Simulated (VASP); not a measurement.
A run of VASP 6.6.1 is set up as follows.

File INCAR:

```
SYSTEM = AlCo2
ALGO = Fast
EDIFF = 1E-6
ENCUT = 520
GGA = PE
ISIF = 2
ISMEAR = 0
ISPIN = 2
LASPH = .TRUE.
LCHARG = .TRUE.
LELF = .TRUE.
LMAXMIX = 4
LORBIT = 11
LREAL = .FALSE.
LVHAR = .TRUE.
LWAVE = .FALSE.
MAGMOM = 0 1.25 1.25
NBANDS = 22
NELM = 150
PREC = Accurate
SIGMA = 0.1
```

KPOINTS

```
k-points
0
G
  14 14 14
  0 0 0
```

File POSCAR:

```
AlCo2
1.0
    0.0000000000      2.7375679469      2.7375679469
    2.7375679469      0.0000000000      2.7375679469
    2.7375679469      2.7375679469      0.0000000000
Al Co
1 2
Direct
    0.0000000000      0.0000000000      0.0000000000
    0.7500000000      0.7500000000      0.7500000000
    0.2500000000      0.2500000000      0.2500000000
```

Potentials or basis: VASP PAW PBE potentials, release 64 (Al, Co).

Command:

```console
$ cat potpaw_PBE.64/Al/POTCAR potpaw_PBE.64/Co/POTCAR > POTCAR
$ mpirun -np 1 vasp_std > vasp.out
```

(1) Estimate the site moments.

(2) Predict the net moment.

(3) What does it give for the pressure?

Results:

(1) Al -0.05; Co +1.02 μB.

(2) 1.91 μB per cell.

(3) -0.1 GPa.
